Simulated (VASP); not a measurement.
# AlNi (Pm-3m) in VASP: settings compared

AlNi is run at these levels: PBEsol, PBE; tasks: single point.

Everything below comes from runs of VASP 6.6.1. Logs are shortened: lines on timing, memory, paths and dates and some standing lists are left out, and cuts for length are marked.

## Step 1: The cell of the first run

The structure is cubic, space group Pm-3m (No. 221). The conventional cell has a = 2.881 Å, b = 2.881 Å, c = 2.881 Å, α = 90.00°, β = 90.00°, γ = 90.00°. Ni (site symmetry m-3m) has 8 Al at 2.50 Å and 6 Ni at 2.88 Å within 3.3 Å. Within 3.3 Å of Al (site symmetry m-3m) lie 8 Ni at 2.50 Å and 6 Al at 2.88 Å.

## Step 2: Single point, PBEsol, collinear spin, ferromagnetic start

The input, INCAR:

```
SYSTEM = AlNi
PREC = Accurate
ENCUT = 690
EDIFF = 1E-6
ISMEAR = -1
SIGMA = 0.05
LREAL = .FALSE.
LASPH = .TRUE.
NELM = 200
ALGO = Normal
ISIF = 2
LWAVE = .FALSE.
LCHARG = .FALSE.
ISPIN = 2
MAGMOM = 0.2 0
LORBIT = 11
NUPDOWN = 0.2
LMAXMIX = 4
GGA = PS
NBANDS = 22
GGA_COMPAT = .FALSE.
```

The input, KPOINTS:

```
regular mesh
0
G
  8 8 8
  0 0 0
```

The input, POSCAR:

```
AlNi
1.0
    2.8810000000      0.0000000000      0.0000000000
    0.0000000000      2.8810000000      0.0000000000
    0.0000000000      0.0000000000      2.8810000000
Ni Al
1 1
Direct
    0.5000000000      0.5000000000      0.5000000000
    0.0000000000      0.0000000000      0.0000000000
```

Potentials or basis: VASP PAW PBE potentials, release 64 (Ni_sv_GW, Al).

Launch:

```console
> cat potpaw_PBE.64/Ni_sv_GW/POTCAR potpaw_PBE.64/Al/POTCAR > POTCAR
> mpirun -np 1 vasp_std > vasp.out
```

OUTCAR:

```text
SYSTEM = AlNi
   PREC = Accurate
   ENCUT = 690
   EDIFF = 1E-6
   ISMEAR = -1
   LREAL = .FALSE.
   LASPH = .TRUE.
   NELM = 200
   ISIF = 2
   ISPIN = 2
   LORBIT = 11
   NUPDOWN = 0.2
   GGA = PS

 ion  position               nearest neighbor table
   1  0.500  0.500  0.500-   2 2.50   2 2.50   2 2.50   2 2.50   2 2.50   2 2.50   2 2.50   2 2.50

   2  0.000  0.000  0.000-   1 2.50   1 2.50   1 2.50   1 2.50   1 2.50   1 2.50   1 2.50   1 2.50

  LATTYP: Found a simple cubic cell.
 ALAT       =     2.8810000000

  Lattice vectors:

 A1 = (   2.8810000000,   0.0000000000,   0.0000000000)
 A2 = (   0.0000000000,   2.8810000000,   0.0000000000)
 A3 = (   0.0000000000,   0.0000000000,   2.8810000000)

Analysis of symmetry for initial positions (statically):
=====================================================================
 Subroutine PRICEL returns:
 Original cell was already a primitive cell.

 Routine SETGRP: Setting up the symmetry group for a
 simple cubic supercell.

 Subroutine GETGRP returns: Found 48 space group operations
 (whereof 48 operations were pure point group operations)
 out of a pool of 48 trial point group operations.

The static configuration has the point symmetry O_h .

Analysis of symmetry for dynamics (positions and initial velocities):
=====================================================================
 Subroutine PRICEL returns:
 Original cell was already a primitive cell.

 Routine SETGRP: Setting up the symmetry group for a
 simple cubic supercell.

 Subroutine GETGRP returns: Found 48 space group operations
 (whereof 48 operations were pure point group operations)
 out of a pool of 48 trial point group operations.

The dynamic configuration has the point symmetry O_h .

Analysis of structural, dynamic, and magnetic symmetry:
=====================================================================
 Subroutine PRICEL returns:
 Original cell was already a primitive cell.

 Routine SETGRP: Setting up the symmetry group for a
 simple cubic supercell.

 Subroutine GETGRP returns: Found 48 space group operations
 (whereof 48 operations were pure point group operations)
 out of a pool of 48 trial point group operations.

The overall configuration has the point symmetry O_h .

 Subroutine INISYM returns: Found 48 space group operations
 (whereof 48 operations are pure point group operations),
 and found     1 'primitive' translations

----------------------------------------------------------------------------------------

                                     Primitive cell

  volume of cell :      23.9128

  direct lattice vectors                    reciprocal lattice vectors
     2.881000000  0.000000000  0.000000000     0.347101701  0.000000000  0.000000000
     0.000000000  2.881000000  0.000000000     0.000000000  0.347101701  0.000000000
     0.000000000  0.000000000  2.881000000     0.000000000  0.000000000  0.347101701

  length of vectors
     2.881000000  2.881000000  2.881000000     0.347101701  0.347101701  0.347101701

  position of ions in fractional coordinates (direct lattice)
     0.500000000  0.500000000  0.500000000
     0.000000000  0.000000000  0.000000000

  ion indices of the primitive-cell ions
   primitive index   ion index
                 1           1
                 2           2

----------------------------------------------------------------------------------------

 KPOINTS: regular mesh

Automatic generation of k-mesh.
 Grid dimensions read from file:
 generate k-points for:    8    8    8

 Generating k-lattice:

  Cartesian coordinates                     Fractional coordinates (reciprocal lattice)
     0.043387713  0.000000000  0.000000000     0.125000000  0.000000000  0.000000000
     0.000000000  0.043387713  0.000000000     0.000000000  0.125000000  0.000000000
     0.000000000  0.000000000  0.043387713     0.000000000  0.000000000  0.125000000

  Length of vectors
     0.043387713  0.043387713  0.043387713

  Shift w.r.t. Gamma in fractional coordinates (k-lattice)
     0.000000000  0.000000000  0.000000000

 Subroutine IBZKPT returns following result:
 ===========================================

 Found     35 irreducible k-points:

 Following reciprocal coordinates:
            Coordinates               Weight
  0.000000  0.000000  0.000000      1.000000
  0.125000  0.000000  0.000000      6.000000
  0.250000  0.000000  0.000000      6.000000
  0.375000  0.000000  0.000000      6.000000
  0.500000  0.000000  0.000000      3.000000
  0.125000  0.125000  0.000000     12.000000
[... 16 lines left out ...]
  0.375000  0.375000  0.125000     24.000000
  0.500000  0.375000  0.125000     24.000000
 [... further k-points ...]
   k-points           NKPTS =     35   k-points in BZ     NKDIM =     35   number of bands    NBANDS=     22
   number of dos      NEDOS =    301   number of ions     NIONS =      2
   total plane-waves  NPLWV =  21952
   dimension x,y,z NGX =    28 NGY =   28 NGZ =   28
   dimension x,y,z NGXF=    56 NGYF=   56 NGZF=   56
   ions per type =               1   1
   NGX,Y,Z   is equivalent  to a cutoff of  16.16, 16.16, 16.16 a.u.
   NGXF,Y,Z  is equivalent  to a cutoff of  32.31, 32.31, 32.31 a.u.
 SYSTEM =  AlNi
   PREC   = accura    normal or accurate (medium, high low for compatibility)
   ISTART =      0    job   : 0-new  1-cont  2-samecut
   ICHARG =      2    charge: 1-file 2-atom 10-const
   ISPIN  =      2    spin polarized calculation?
   LNONCOLLINEAR =      F non collinear calculations
   LSORBIT =      F    spin-orbit coupling
   LASPH  =      T    aspherical Exc in radial PAW
   ENCUT  =  690.0 eV  50.71 Ry    7.12 a.u.   6.17  6.17  6.17*2*pi/ulx,y,z
   NELM   =    200;   NELMIN=  2; NELMDL= -5     # of ELM steps
   EDIFF  = 0.1E-05   stopping-criterion for ELM
   LREAL  =      F    real-space projection
[... 7 lines left out ...]
   TEBEG  =    0.0;   TEEND  =   0.0 temperature during run
   PSTRESS=    0.0 pullay stress
   NELECT =      21.0000    total number of electrons
   NUPDOWN=       0.2000    fix difference up-down
   EMIN   =  10.00;   EMAX   =-10.00  energy-range for DOS
   EFERMI =   0.00;   METHOD = LEGACY
   ISMEAR =    -1;   SIGMA  =   0.05  broadening in eV -4-tet -1-fermi 0-gaus
   EFERMI_NEDOS =   21; number of points for ismear=-14 and -15
   IALGO  =     38    algorithm
   IMIX   =      4    mixing-type and parameters
     AMIX     =   0.40;   BMIX     =  1.00
     AMIX_MAG =   1.60;   BMIX_MAG =  1.00
  volume/ion in A,a.u.               =      11.96        80.69
  Fermi-wavevector in a.u.,A,eV,Ry     =   1.567730  2.962581 33.440102  2.457778
  Thomas-Fermi vector in A             =   2.669867
   LORBIT       =     11    0 simple, 1 ext, 2 COOP (PROOUT), +10 PAW based schemes
   GGA     = PS    functional components
   LHFCALC =     F    Hartree Fock is set to
   AEXX    =    0.0000 exact exchange contribution
   IVDW    =     0    specifies the selected vdW correction
   LEPSILON=     F    determine dielectric tensor
   LRPA    =     F    only Hartree local field effects (RPA)
 spin polarized calculation
  energy-cutoff  :      690.00
  volume of cell :       23.91
 maximum number of plane-waves:      1021
 NGX is ok and might be reduce to    28
   NGX = 13   NGY = 13   NGZ = 13

 number of electron      20.9999980 magnetization       0.1999999

 Free energy of the ion-electron system (eV)
  ---------------------------------------------------
  ext. energy  EPLUGINS =         0.00000000
  ---------------------------------------------------
  free energy    TOTEN  =       -12.49586155 eV

  energy without entropy =      -12.48856415  energy(sigma->0) =      -12.49221285

 E-fermi :   9.0545     XC(G=0): -12.4566

 val. band max:        9.1559860460   @ k =   0.5000   0.3750   0.3750
 cond. band min:       9.0555376551   @ k =   0.3750   0.2500   0.0000
 fundamental gap:     -0.1004483909
 Fermi energy:         9.3821839049

 spin component 1

 k-point     1 :       0.0000    0.0000    0.0000
  band No.  band energies     occupation
      1     -93.9225      1.00000
      2     -54.4649      1.00000
      3     -54.4649      1.00000
      4     -54.4649      1.00000
      5      -1.9857      1.00000
      6       5.8468      1.00000
[... 14 lines left out ...]
     21      32.4393      0.00000
     22      32.4393      0.00000
[... 552 lines left out ...]
  band No.  band energies     occupation
      1     -93.9192      1.00000
      2     -54.4857      1.00000
      3     -54.4820      1.00000
      4     -54.4645      1.00000
      5       3.6742      1.00000
      6       4.8531      1.00000
[... 14 lines left out ...]
     21      33.1011      0.00000
     22      35.7472      0.00000

 [... further k-points ...]

 spin component 2

 k-point     1 :       0.0000    0.0000    0.0000
  band No.  band energies     occupation
      1     -93.7385      1.00000
      2     -54.2855      1.00000
      3     -54.2855      1.00000
      4     -54.2855      1.00000
      5      -1.9419      1.00000
      6       6.0264      1.00000
[... 14 lines left out ...]
     21      32.4771      0.00000
     22      32.4771      0.00000
[... 552 lines left out ...]
  band No.  band energies     occupation
      1     -93.7351      1.00000
      2     -54.3064      1.00000
      3     -54.3027      1.00000
      4     -54.2851      1.00000
      5       3.7362      1.00000
      6       4.9236      1.00000
[... 14 lines left out ...]
     21      33.1401      0.00000
     22      35.8185      0.00000

 [... further k-points ...]

------------------------ aborting loop because EDIFF is reached ----------------------------------------

  FORCE on cell =-STRESS in cart. coord.  units (eV):
  Direction    XX          YY          ZZ          XY          YZ          ZX
  --------------------------------------------------------------------------------------
  -------------------------------------------------------------------------------------
  Total       -0.3395715     -0.3395715     -0.3395715      0.0000000      0.0000000     -0.0000000
  in kB      -22.7516019    -22.7516019    -22.7516019      0.0000000      0.0000000     -0.0000000
  external PRESSURE =     -22.7516019 kB  Pullay stress =       0.0000000 kB

 VOLUME and BASIS-vectors are now :
 -----------------------------------------------------------------------------
  energy-cutoff  :      690.00
  volume of cell :       23.91
      direct lattice vectors                 reciprocal lattice vectors
     2.881000000  0.000000000  0.000000000     0.347101701  0.000000000  0.000000000
     0.000000000  2.881000000  0.000000000     0.000000000  0.347101701  0.000000000
     0.000000000  0.000000000  2.881000000     0.000000000  0.000000000  0.347101701

 POSITION                                       TOTAL-FORCE (eV/Angst)
 -----------------------------------------------------------------------------------
      1.44050      1.44050      1.44050         0.000000      0.000000      0.000000
      0.00000      0.00000      0.00000         0.000000      0.000000      0.000000
 -----------------------------------------------------------------------------------
    total drift:                                0.000000      0.000000      0.000000

  FREE ENERGIE OF THE ION-ELECTRON SYSTEM (eV)
  ---------------------------------------------------
  free  energy   TOTEN  =       -12.4958615476 eV

  energy  without entropy=      -12.4885641535  energy(sigma->0) =      -12.49221285

 total charge

# of ion       s       p       d       f       tot
--------------------------------------------------
    1        2.229   6.303   7.914   0.002  16.449
    2        0.382   0.414   0.000   0.000   0.796
--------------------------------------------------
tot          2.612   6.717   7.914   0.002  17.245

 magnetization (x)

# of ion       s       p       d       f       tot
--------------------------------------------------
    1        0.004   0.009   0.149   0.000   0.162
    2        0.001   0.008   0.000   0.000   0.010
--------------------------------------------------
tot          0.006   0.017   0.149   0.000   0.171
```

Run time: 41 s. Hardware: 1 thread of AMD EPYC 9R45 (Zen 5), shared host; peak memory 0.18 GiB.

What came out:

```
Free energy                                           : -12.4959 eV
Pressure                                              : -2.3 GPa
Net moment                                            : 0.20 μB per cell
Site moments                                          : Ni +0.16; Al +0.01 μB
Valence electrons inside the program's atomic spheres : Ni 16.45; Al 0.80
```

Caveat: the PAW data sets were made with another functional, which shifts forces and pressure a little; the total moment is fixed, so each spin has its own Fermi level and the state may be an excited one.

[end of part 1 of 2]
